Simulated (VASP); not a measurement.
# BeTe (F-43m) in VASP: notebook

The runs below take BeTe through relaxation of cell and atoms, with PBE.

Program: VASP 6.6.1. These are calculated values, not measurements. Logs are shortened: lines on timing, memory, paths and dates and some standing lists are left out, and cuts for length are marked.

### Step 1. The cell of the first run

The structure is cubic, space group F-43m (No. 216). Conventional cell: a = 5.540 Å, b = 5.540 Å, c = 5.540 Å, α = 90.00°, β = 90.00°, γ = 90.00°. Be (site symmetry -43m) has 4 Te at 2.40 Å within 3.2 Å. Within 3.2 Å of Te (site symmetry -43m) lie 4 Be at 2.40 Å.

### Step 2. Relaxation of cell and atoms, PBE, target pressure 10 GPa, at which the enthalpy is minimised

The input, INCAR:

```
PREC     = Accurate       # precision mode
ENCUT    = 600            # plane-wave cutoff, eV
EDIFF    = 1E-6           # SCF threshold, eV
ISMEAR   = 0              # smearing method
SIGMA    = 0.01           # smearing width, eV
LREAL    = False          # projectors in reciprocal space
LASPH    = True           # aspherical terms in the spheres
NELM     = 100            # most SCF steps
ALGO     = Normal         # electronic algorithm
ISIF     = 3              # what is computed and relaxed
LWAVE    = False          # write WAVECAR
LCHARG   = False          # write CHGCAR
GGA      = PE             # functional
IBRION   = 2              # ionic algorithm
NSW      = 80             # ionic steps
EDIFFG   = -0.01          # ionic threshold
PSTRESS  = 100.0
```

The input, KPOINTS:

```
regular mesh
0
Gamma
  8 8 8
```

The input, POSCAR:

```
BeTe
1.0
    0.0000000000      2.7700000000      2.7700000000
    2.7700000000      0.0000000000      2.7700000000
    2.7700000000      2.7700000000      0.0000000000
Be Te
1 1
Direct
    0.0000000000      0.0000000000      0.0000000000
    0.2500000000      0.2500000000      0.2500000000
```

Potentials or basis: VASP PAW PBE potentials, release 64 (Be, Te).

Command:

```bash
$ cat potpaw_PBE.64/Be/POTCAR potpaw_PBE.64/Te/POTCAR > POTCAR
$ mpirun -np 1 vasp_std > vasp.out
```

OUTCAR:

```text
PREC = Accurate
   ENCUT = 600
   EDIFF = 1E-6
   ISMEAR = 0
   LREAL = False
   LASPH = True
   NELM = 100
   ISIF = 3
   GGA = PE
   IBRION = 2
   NSW = 80
   EDIFFG = -0.01
   PSTRESS = 100.0

 ion  position               nearest neighbor table
   1  0.000  0.000  0.000-   2 2.40   2 2.40   2 2.40   2 2.40
   2  0.250  0.250  0.250-   1 2.40   1 2.40   1 2.40   1 2.40

  LATTYP: Found a face centered cubic cell.
 ALAT       =     5.5400000000

  Lattice vectors:

 A1 = (   0.0000000000,   2.7700000000,   2.7700000000)
 A2 = (   2.7700000000,   0.0000000000,   2.7700000000)
 A3 = (   2.7700000000,   2.7700000000,   0.0000000000)

Analysis of symmetry for initial positions (statically):
=====================================================================
 Subroutine PRICEL returns:
 Original cell was already a primitive cell.

 Routine SETGRP: Setting up the symmetry group for a
 face centered cubic supercell.

 Subroutine GETGRP returns: Found 24 space group operations
 (whereof 24 operations were pure point group operations)
 out of a pool of 48 trial point group operations.

The static configuration has the point symmetry T_d .

Analysis of symmetry for dynamics (positions and initial velocities):
=====================================================================
 Subroutine PRICEL returns:
 Original cell was already a primitive cell.

 Routine SETGRP: Setting up the symmetry group for a
 face centered cubic supercell.

 Subroutine GETGRP returns: Found 24 space group operations
 (whereof 24 operations were pure point group operations)
 out of a pool of 48 trial point group operations.

The dynamic configuration has the point symmetry T_d .

 Subroutine INISYM returns: Found 24 space group operations
 (whereof 24 operations are pure point group operations),
 and found     1 'primitive' translations

----------------------------------------------------------------------------------------

                                     Primitive cell

  volume of cell :      42.5079

  direct lattice vectors                    reciprocal lattice vectors
     0.000000000  2.770000000  2.770000000    -0.180505415  0.180505415  0.180505415
     2.770000000  0.000000000  2.770000000     0.180505415 -0.180505415  0.180505415
     2.770000000  2.770000000  0.000000000     0.180505415  0.180505415 -0.180505415

  length of vectors
     3.917371568  3.917371568  3.917371568     0.312644550  0.312644550  0.312644550

  position of ions in fractional coordinates (direct lattice)
     0.000000000  0.000000000  0.000000000
     0.250000000  0.250000000  0.250000000

  ion indices of the primitive-cell ions
   primitive index   ion index
                 1           1
                 2           2

----------------------------------------------------------------------------------------

 KPOINTS: regular mesh

Automatic generation of k-mesh.
 Grid dimensions read from file:
 generate k-points for:    8    8    8

 Generating k-lattice:

  Cartesian coordinates                     Fractional coordinates (reciprocal lattice)
    -0.022563177  0.022563177  0.022563177     0.125000000  0.000000000  0.000000000
     0.022563177 -0.022563177  0.022563177     0.000000000  0.125000000  0.000000000
     0.022563177  0.022563177 -0.022563177     0.000000000  0.000000000  0.125000000

  Length of vectors
     0.039080569  0.039080569  0.039080569

  Shift w.r.t. Gamma in fractional coordinates (k-lattice)
     0.000000000  0.000000000  0.000000000

 Subroutine IBZKPT returns following result:
 ===========================================

 Found     29 irreducible k-points:

 Following reciprocal coordinates:
            Coordinates               Weight
  0.000000  0.000000  0.000000      1.000000
  0.125000  0.000000  0.000000      8.000000
  0.250000  0.000000  0.000000      8.000000
  0.375000  0.000000  0.000000      8.000000
  0.500000  0.000000  0.000000      4.000000
  0.125000  0.125000  0.000000      6.000000
[... 16 lines left out ...]
  0.500000  0.250000  0.125000     48.000000
 -0.375000  0.250000  0.125000     24.000000
 [... further k-points ...]
   k-points           NKPTS =     29   k-points in BZ     NKDIM =     29   number of bands    NBANDS=      8
   number of dos      NEDOS =    301   number of ions     NIONS =      2
   total plane-waves  NPLWV =  32768
   dimension x,y,z NGX =    32 NGY =   32 NGZ =   32
   dimension x,y,z NGXF=    64 NGYF=   64 NGZF=   64
   ions per type =               1   1
   NGX,Y,Z   is equivalent  to a cutoff of  13.58, 13.58, 13.58 a.u.
   NGXF,Y,Z  is equivalent  to a cutoff of  27.16, 27.16, 27.16 a.u.
 SYSTEM =  unknown system
   PREC   = accura    normal or accurate (medium, high low for compatibility)
   ISTART =      0    job   : 0-new  1-cont  2-samecut
   ICHARG =      2    charge: 1-file 2-atom 10-const
   ISPIN  =      1    spin polarized calculation?
   LNONCOLLINEAR =      F non collinear calculations
   LSORBIT =      F    spin-orbit coupling
   LASPH  =      T    aspherical Exc in radial PAW
   ENCUT  =  600.0 eV  44.10 Ry    6.64 a.u.   7.82  7.82  7.82*2*pi/ulx,y,z
   NELM   =    100;   NELMIN=  2; NELMDL= -5     # of ELM steps
   EDIFF  = 0.1E-05   stopping-criterion for ELM
   LREAL  =      F    real-space projection
   EDIFFG = -.1E-01   stopping-criterion for IOM
   NSW    =     80    number of steps for IOM
   IBRION =      2    ionic relax: 0-MD 1-quasi-New 2-CG
   NFREE  =      1    steps in history (QN), initial steepest desc. (CG)
   ISIF   =      3    stress and relaxation
   ISYM   =      2    0-nonsym 1-usesym 2-fastsym
   POTIM  = 0.5000    time-step for ionic-motion
   TEBEG  =    0.0;   TEEND  =   0.0 temperature during run
   PSTRESS=  100.0 pullay stress
   NELECT =       8.0000    total number of electrons
   NUPDOWN=      -1.0000    fix difference up-down
   EMIN   =  10.00;   EMAX   =-10.00  energy-range for DOS
   EFERMI =   0.00;   METHOD = LEGACY
   ISMEAR =     0;   SIGMA  =   0.01  broadening in eV -4-tet -1-fermi 0-gaus
   EFERMI_NEDOS =   21; number of points for ismear=-14 and -15
   IALGO  =     38    algorithm
   IMIX   =      4    mixing-type and parameters
     AMIX     =   0.40;   BMIX     =  1.00
     AMIX_MAG =   1.60;   BMIX_MAG =  1.00
  volume/ion in A,a.u.               =      21.25       143.43
  Fermi-wavevector in a.u.,A,eV,Ry     =   0.938170  1.772885 11.975354  0.880164
  Thomas-Fermi vector in A             =   2.065355
   LORBIT       =      0    0 simple, 1 ext, 2 COOP (PROOUT), +10 PAW based schemes
   GGA     = PE    functional components
   LHFCALC =     F    Hartree Fock is set to
   AEXX    =    0.0000 exact exchange contribution
   IVDW    =     0    specifies the selected vdW correction
   LEPSILON=     F    determine dielectric tensor
   LRPA    =     F    only Hartree local field effects (RPA)
 conjugate gradient relaxation of ions
 non-spin polarized calculation
 Gauss-broadening in eV      SIGMA  =   0.01
  energy-cutoff  :      600.00
  volume of cell :       42.51
 maximum number of plane-waves:      1433
   NGX = 15   NGY = 15   NGZ = 15

--------------------------------------- Ionic step        1  -------------------------------------------

 number of electron       8.0000000 magnetization

 Free energy of the ion-electron system (eV)
  ---------------------------------------------------
  ext. energy  EPLUGINS =         0.00000000
  ---------------------------------------------------
  free energy    TOTEN  =        -7.58482010 eV

  energy without entropy =       -7.58482010  energy(sigma->0) =       -7.58482010

------------------------ aborting loop because EDIFF is reached ----------------------------------------

  FORCE on cell =-STRESS in cart. coord.  units (eV):
  Direction    XX          YY          ZZ          XY          YZ          ZX
  --------------------------------------------------------------------------------------
  -------------------------------------------------------------------------------------
  Total        1.1816928      1.1816928      1.1816928      0.0000000     -0.0000000     -0.0000000
  in kB       44.5395549     44.5395549     44.5395549      0.0000000     -0.0000000     -0.0000000
  external PRESSURE =     -55.4604451 kB  Pullay stress =     100.0000000 kB

 VOLUME and BASIS-vectors are now :
 -----------------------------------------------------------------------------
  energy-cutoff  :      600.00
  volume of cell :       42.51
      direct lattice vectors                 reciprocal lattice vectors
     0.000000000  2.770000000  2.770000000    -0.180505415  0.180505415  0.180505415
     2.770000000  0.000000000  2.770000000     0.180505415 -0.180505415  0.180505415
     2.770000000  2.770000000  0.000000000     0.180505415  0.180505415 -0.180505415
[... 46 lines left out ...]
  FREE ENERGIE OF THE ION-ELECTRON SYSTEM (eV)
  ---------------------------------------------------
  free  energy   TOTEN  =        -7.3411753838 eV

  energy  without entropy=       -7.3411753838  energy(sigma->0) =       -7.34117538

  enthalpy is  TOTEN    =        -4.9606390715 eV   P V=        2.3805363123

--------------------------------------- Ionic step        3  -------------------------------------------

 number of electron       8.0000000 magnetization

 Free energy of the ion-electron system (eV)
  ---------------------------------------------------
  ext. energy  EPLUGINS =         0.00000000
  ---------------------------------------------------
  free energy    TOTEN  =        -7.46427328 eV

  energy without entropy =       -7.46427328  energy(sigma->0) =       -7.46427328

 E-fermi :   6.5430     XC(G=0):  -9.5300

 val. band max:        6.4758990171   @ k =   0.0000   0.0000   0.0000
 cond. band min:       8.1379373613   @ k =   0.5000   0.5000   0.0000
 fundamental gap:      1.6620383443
 Fermi energy:         6.5430020974

 k-point     1 :       0.0000    0.0000    0.0000
  band No.  band energies     occupation
      1      -6.6497      2.00000
      2       6.4759      2.00000
      3       6.4759      2.00000
      4       6.4759      2.00000
      5       9.9657      0.00000
      6       9.9657      0.00000
      7       9.9657      0.00000
      8      11.1879      0.00000

 k-point     2 :       0.1250    0.0000    0.0000
  band No.  band energies     occupation
      1      -6.4761      2.00000
      2       4.9970      2.00000
      3       6.1834      2.00000
      4       6.1834      2.00000
      5      10.1576      0.00000
      6      10.3733      0.00000
      7      10.3733      0.00000
      8      12.3449      0.00000
[... 221 lines left out ...]
 k-point    23 :       0.5000    0.2500    0.1250
  band No.  band energies     occupation
      1      -5.0014      2.00000
      2       1.2424      2.00000
      3       3.2409      2.00000
      4       4.4721      2.00000
      5      10.4812      0.00000
      6      11.2752      0.00000
      7      12.5983      0.00000
      8      13.7129      0.00000

 k-point    24 :      -0.3750    0.2500    0.1250
  band No.  band energies     occupation
      1      -4.6937      2.00000
      2       0.6308      2.00000
      3       3.1401      2.00000
      4       4.2039      2.00000
      5      10.5954      0.00000
      6      11.0076      0.00000
      7      13.5072      0.00000
      8      14.5970      0.00000

 [... further k-points ...]
[... 5 lines left out ...]
  --------------------------------------------------------------------------------------
  -------------------------------------------------------------------------------------
  Total        2.4806682      2.4806682      2.4806682      0.0000000      0.0000000     -0.0000000
  in kB       99.9152117     99.9152117     99.9152117      0.0000000      0.0000000     -0.0000000
  external PRESSURE =      -0.0847883 kB  Pullay stress =     100.0000000 kB

 VOLUME and BASIS-vectors are now :
 -----------------------------------------------------------------------------
  energy-cutoff  :      600.00
  volume of cell :       39.78
      direct lattice vectors                 reciprocal lattice vectors
     0.000000000  2.709396424  2.709396424    -0.184542947  0.184542947  0.184542947
     2.709396424  0.000000000  2.709396424     0.184542947 -0.184542947  0.184542947
     2.709396424  2.709396424 -0.000000000     0.184542947  0.184542947 -0.184542947

 POSITION                                       TOTAL-FORCE (eV/Angst)
 -----------------------------------------------------------------------------------
      0.00000      0.00000      0.00000        -0.000000     -0.000000     -0.000000
      1.35470      1.35470      1.35470         0.000000      0.000000      0.000000
 -----------------------------------------------------------------------------------
    total drift:                                0.000000      0.000000      0.000000

  FREE ENERGIE OF THE ION-ELECTRON SYSTEM (eV)
  ---------------------------------------------------
  free  energy   TOTEN  =        -7.4642732766 eV

  energy  without entropy=       -7.4642732766  energy(sigma->0) =       -7.46427328

  enthalpy is  TOTEN    =        -4.9814999366 eV   P V=        2.4827733400

 reached required accuracy - stopping structural energy minimisation
```

Run time: 11 s. Hardware: 1 thread of Intel Xeon 6975P-C (Granite Rapids), shared host; peak memory 0.18 GiB.

Results:

```
Free energy                                            : -7.4643 eV
Relaxed volume                                         : 19.89 Å³/atom
Relaxed cell                                           : a = 3.832 Å, b = 3.832 Å, c = 3.832 Å, α = 60.00°, β = 60.00°, γ = 60.00°
Space group after relaxing (to 0.05 Å)                 : F-43m (No. 216)
Energy change on relaxing (the enthalpy is what falls) : +60.3 meV/atom
Ionic steps                                            : 3
Pressure after relaxing                                : 10.0 GPa
Band gap on the k mesh                                 : 1.66 eV, indirect (least direct gap 3.49 eV)
```

The path:
| step | energy change (eV) | largest force (eV/Å) | pressure (GPa) | volume (Å³) |
| --- | --- | --- | --- | --- |
| 1 | 0.0000 | 0.0000 | 4.45 | 42.51 |
| 2 | 0.2436 | 0.0000 | 14.23 | 38.14 |
| 3 | 0.1205 | 0.0000 | 9.99 | 39.78 |

Final structure:
```
Be Te
1.0
     0.00000    2.70940    2.70940
     2.70940    0.00000    2.70940
     2.70940    2.70940    0.00000
Be Te
1 1
Direct
  0.00000 0.00000 0.00000
  0.25000 0.25000 0.25000
```

Levels at points of the mesh, in eV from the valence-band top:
```csv
k point,band 1,band 2,band 3,band 4,band 5,band 6,band 7,band 8
"(0.00, 0.00, 0.00)",-13.13,0.00,0.00,0.00,3.49,3.49,3.49,4.71
"(0.50, 0.00, 0.00)",-11.47,-6.33,-1.34,-1.34,3.40,4.52,4.52,7.73
"(0.50, 0.50, 0.00)",-10.85,-5.78,-3.11,-3.11,1.66,2.48,10.45,10.45
```

Caveat: the cell is relaxed towards a set pressure, so the enthalpy falls and the energy may rise; spin-orbit coupling is left out, which moves the levels of the heavy elements.

### Step 3. Relaxation of cell and atoms, PBE, target pressure 20 GPa, at which the enthalpy is minimised

The input, INCAR:

```
SYSTEM = BeTe
ALGO = Normal ; EDIFF = 1E-6
EDIFFG = -0.01 ; ENCUT = 600
GGA = PE ; IBRION = 2
ISIF = 3 ; ISMEAR = 0
LASPH = .TRUE. ; LCHARG = .FALSE.
LREAL = .FALSE. ; LWAVE = .FALSE.
NELM = 80 ; NSW = 80
PREC = Accurate ; PSTRESS = 200.0
SIGMA = 0.01
```

The input, KPOINTS:

```
k-points
0
G
  8 8 8
  0 0 0
```

POSCAR is that of step 2.

Potentials or basis: VASP PAW PBE potentials, release 64 (Be, Te).

Command:

```bash
$ cat potpaw_PBE.64/Be/POTCAR potpaw_PBE.64/Te/POTCAR > POTCAR
$ mpirun -np 1 vasp_std > vasp.out
```

Run time: 14 s. Hardware: 1 thread of Intel Xeon 6975P-C (Granite Rapids), shared host; peak memory 0.18 GiB.

It converged, with:

| Quantity | Value |
| --- | --- |
| Free energy | -7.1508 eV |
| Relaxed volume | 18.17 Å³/atom |
| Relaxed cell | a = 3.718 Å, b = 3.718 Å, c = 3.718 Å, α = 60.00°, β = 60.00°, γ = 60.00° |
| Space group after relaxing (to 0.05 Å) | F-43m (No. 216) |
| Energy change on relaxing (the enthalpy is what falls) | +217.0 meV/atom |
| Ionic steps | 4 |
| Pressure after relaxing | 19.9 GPa |
| Band gap on the k mesh | 1.38 eV, indirect (least direct gap 3.36 eV) |

The path:
| step | energy change (eV) | largest force (eV/Å) | pressure (GPa) | volume (Å³) |
| --- | --- | --- | --- | --- |
| 1 | 0.0000 | 0.0000 | 4.45 | 42.51 |
| 2 | 1.4792 | 0.0000 | 46.11 | 31.04 |
| 3 | 0.4169 | 0.0000 | 19.44 | 36.48 |
| 4 | 0.4340 | 0.0000 | 19.93 | 36.34 |

Final structure:
```
Be Te
1.0
     0.00000    2.62904    2.62904
     2.62904    0.00000    2.62904
     2.62904    2.62904    0.00000
Be Te
1 1
Direct
  0.00000 0.00000 0.00000
  0.25000 0.25000 0.25000
```

Levels at points of the mesh, in eV from the valence-band top:
```csv
k point,band 1,band 2,band 3,band 4,band 5,band 6,band 7,band 8
"(0.00, 0.00, 0.00)",-13.87,0.00,0.00,0.00,3.36,3.36,3.36,5.46
"(0.50, 0.00, 0.00)",-11.93,-7.03,-1.54,-1.54,3.66,4.42,4.42,7.60
"(0.50, 0.50, 0.00)",-11.21,-6.35,-3.52,-3.52,1.38,2.29,11.04,11.04
```

Caveat: the cell is relaxed towards a set pressure, so the enthalpy falls and the energy may rise; spin-orbit coupling is left out, which moves the levels of the heavy elements.
